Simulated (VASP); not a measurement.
The system is SiC.

```xyz
4
Lattice="3.1649 0.0000 0.0000 -1.5824 2.7409 0.0000 0.0000 0.0000 4.8701" Properties=species:S:1:pos:R:3 pbc="T T T"
Si    0.0000    1.8272    1.2175
Si    1.5824    0.9136    3.6526
C     1.5824    0.9136    1.2175
C     0.0000    1.8272    3.6526
```

```yaml
Program: VASP 6.6.1
Task: relaxation of cell and atoms
Functional: r2SCAN
Potentials_or_basis: VASP PAW PBE potentials, release 64 (Si, C)
Cutoff: 600 eV
k_mesh: 12 × 12 × 6
Occupations: fermi-dirac, width 0.02 eV
Spin: no spin polarisation
```

At the start: pressure -4.2 GPa; volume 10.56 Å³/atom.

Problem. Where does the relaxation end?

Solution. Over 10 steps the energy falls by 3.3 meV/atom and the volume is 10.52 Å³/atom (-0.4 %); space group P6_3/mmc (No. 194, to 0.05 Å).

Step by step:
```tsv
step	energy change (eV)	largest force (eV/Å)	pressure (GPa)	volume (Å³)
1	0.0000	0.0000	-4.25	42.25
2	0.0141	0.0000	7.13	40.55
3	-0.0120	0.0000	0.12	41.55
4	-0.0120	0.0000	0.21	41.54
5	-0.0122	0.0000	0.20	41.58
6	-0.0126	0.0000	0.19	41.70
7	-0.0132	0.0000	0.21	41.94
8	-0.0132	0.0000	0.23	42.04
9	-0.0119	0.0000	-1.47	42.38
10	-0.0132	0.0000	0.01	42.09
```

Final structure:
```
Si C
1.0
     3.13366    0.00000    0.00000
    -1.56683    2.71383    0.00000
     0.00000    0.00000    4.94905
Si C
2 2
Direct
  0.33333 0.66667 0.25000
  0.66667 0.33333 0.75000
  0.66667 0.33333 0.25000
  0.33333 0.66667 0.75000
```

Caveat: the PAW data sets were made with another functional, which shifts forces and pressure a little.
